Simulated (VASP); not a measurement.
NaI: electric field gradients with PBE

NaI:

```xyz
2
Lattice="0.0000 3.1709 3.1709 3.1709 0.0000 3.1709 3.1709 3.1709 0.0000" Properties=species:S:1:pos:R:3 pbc="T T T"
Na    0.0000    0.0000    0.0000
I     3.1709    3.1709    3.1709
```

```json
{
 "Program": "VASP 6.6.1",
 "Task": "electric field gradients",
 "Functional": "PBE",
 "Potentials or basis": "VASP PAW PBE potentials, release 64 (Na_pv, I)",
 "Cutoff": "520 eV",
 "k mesh": "7 × 7 × 7",
 "Occupations": "fermi-dirac, width 0.01 eV",
 "Spin": "no spin polarisation",
 "Dipole correction": "no",
 "Further INCAR settings": "ALGO = Normal; EDIFF = 1e-08; NBANDS = 14"
}
```

```yaml
Pressure: 1.6 GPa
Band_gap_on_the_k_mesh: 3.81 eV
Largest_electric_field_gradient_by_atom: zero within the noise of the run
```

Levels at points of the mesh, in eV from the valence-band top:
```tsv
k point	band 3	band 4	band 5	band 6	band 7	band 8	band 9	band 10	band 11	band 12
(0.00, 0.00, 0.00)	-22.38	-11.19	0.00	0.00	0.00	3.81	7.93	7.93	7.93	9.85
```

Wall time 33 s on 1 thread of Intel Xeon 8259CL, with other jobs on the host, peak memory 0.2 GiB.

Caveat: spin-orbit coupling is left out, which moves the levels of the heavy elements.
